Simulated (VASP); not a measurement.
ZnO: relaxation of cell and atoms with PBEsol

The system is ZnO.

```
Zn O
1.0
     3.23001    0.00000    0.00000
    -1.61500    2.79727    0.00000
     0.00000    0.00000    5.21434
Zn O
2 2
Direct
  0.33333 0.66667 0.50004
  0.66667 0.33333 0.00004
  0.66667 0.33333 0.37897
  0.33333 0.66667 0.87897
```

```yaml
Program: VASP 6.6.1
Task: relaxation of cell and atoms
Functional: PBEsol
Potentials_or_basis: VASP PAW PBE potentials, release 64 (Zn, O)
Cutoff: 600 eV
k_mesh: 8 × 8 × 4
Occupations: gaussian, width 0.01 eV
Spin: no spin polarisation
Target_pressure: 7 GPa
Dipole_correction: no
Further_INCAR_settings: ALGO = Normal; EDIFF = 1e-06; IBRION = 2; EDIFFG = -0.002; NSW = 100; ISIF = 3
```

```yaml
Relaxed_volume: 11.33 Å³/atom
Relaxed_cell: a = 3.189 Å, b = 3.189 Å, c = 5.149 Å, α = 90.00°, β = 90.00°, γ = 120.00°
Space_group_after_relaxing_to_0.1_Å: P6_3mc (No. 186)
Energy_change_on_relaxing_the_run_minimises_the_enthalpy: +10.6 meV/atom
Ionic_steps: 20
Pressure_after_relaxing: 7.0 GPa
Band_gap_on_the_k_mesh: 0.74 eV
```

The path:
```csv
step,energy change (eV),largest force (eV/Å),pressure (GPa),volume (Å³)
1,0.0000,0.0006,0.81,47.11
2,0.1176,0.0049,12.32,44.08
3,0.0418,0.0029,7.01,45.35
4,0.0403,0.0028,6.94,45.38
5,0.0403,0.0004,6.85,45.38
6,0.0403,0.0019,6.85,45.38
7,0.0404,0.0024,6.87,45.38
8,0.0406,0.0032,6.95,45.38
9,0.0410,0.0037,6.87,45.37
10,0.0419,0.0055,6.93,45.35
11,0.0436,0.0098,7.10,45.31
12,0.0423,0.0065,7.06,45.34
13,0.0420,0.0049,6.93,45.34
14,0.0421,0.0064,7.04,45.34
15,0.0421,0.0049,6.99,45.34
16,0.0421,0.0048,7.02,45.34
17,0.0424,0.0018,7.00,45.33
18,0.0425,0.0007,7.09,45.33
19,0.0425,0.0008,7.01,45.33
20,0.0424,0.0017,7.00,45.34
```

Final structure:
```
CELL_PARAMETERS angstrom
3.18864 0.00000 0.00000
-1.59432 2.76144 0.00000
0.00000 0.00000 5.14864
ATOMIC_POSITIONS crystal
Zn 0.33333 0.66667 0.50008
Zn 0.66667 0.33333 0.00008
O 0.66667 0.33333 0.37893
O 0.33333 0.66667 0.87893
```

Levels at points of the mesh, in eV from the valence-band top:
| k point | band 16 | band 17 | band 18 | band 19 | band 20 | band 21 |
| --- | --- | --- | --- | --- | --- | --- |
| (0.00, 0.00, 0.00) | -0.11 | 0.00 | 0.00 | 0.74 | 5.30 | 8.22 |
| (0.50, 0.00, 0.00) | -2.45 | -1.39 | -0.91 | 5.89 | 6.77 | 7.47 |
| (0.00, 0.00, 0.50) | -0.43 | -0.43 | -0.43 | 3.47 | 3.47 | 10.11 |
| (0.50, 0.00, 0.50) | -1.63 | -1.49 | -1.49 | 5.63 | 5.63 | 8.62 |

Wall time 6.3 min on 1 thread of Intel Xeon 8259CL, with other jobs on the host, peak memory 0.2 GiB.

Caveat: the cell is relaxed towards a set pressure, so the run minimises the enthalpy, not the energy; the PAW data sets were made with another functional, which shifts forces and pressure a little.
